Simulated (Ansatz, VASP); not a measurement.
## ReP2 in VASP and in Ansatz

```xyz
3
Lattice="4.0095 0.0000 0.0000 0.0000 4.0095 0.0000 0.0000 0.0000 2.9843" Properties=species:S:1:pos:R:3 pbc="T T T"
Re    0.0000    0.0000    0.0000
P     0.0000    2.0048    1.4921
P     2.0048    0.0000    1.4921
```

Alike in both runs: task relaxation of cell and atoms; functional PBE; k mesh 4 × 4 × 6; occupations gaussian, width 0.1 eV; no spin polarisation.

```csv
,VASP,Ansatz
version,VASP 6.6.1,Ansatz 0.2.0
potentials or method,"VASP PAW PBE potentials, release 64 (Re, P), cutoff 600 eV","scalar-relativistic, plane waves, PAW"
valence electrons in the cell,17,25
```

Ansatz gave:

```
gap on the k mesh at the Fermi level, each at its own relaxed structure (eV) : none
relaxed volume (Å³/atom)                                                     : 15.96
relaxed cell length with the largest relative difference (Å)                 : 3.060
```

Estimate VASP's values.

gap on the k mesh at the Fermi level, each at its own relaxed structure (eV): none; relaxed volume (Å³/atom): 16.01; relaxed cell length with the largest relative difference (Å): 3.068.

A gap of «none» marks a metal or a gap that the smearing closes. VASP's potentials hold 17 valence electrons a cell and Ansatz's 25, so a difference there can come from the potentials and not from the codes.

The k mesh is coarse, so the values compare programs but aren't converged. Neither program's run includes spin-orbit coupling.
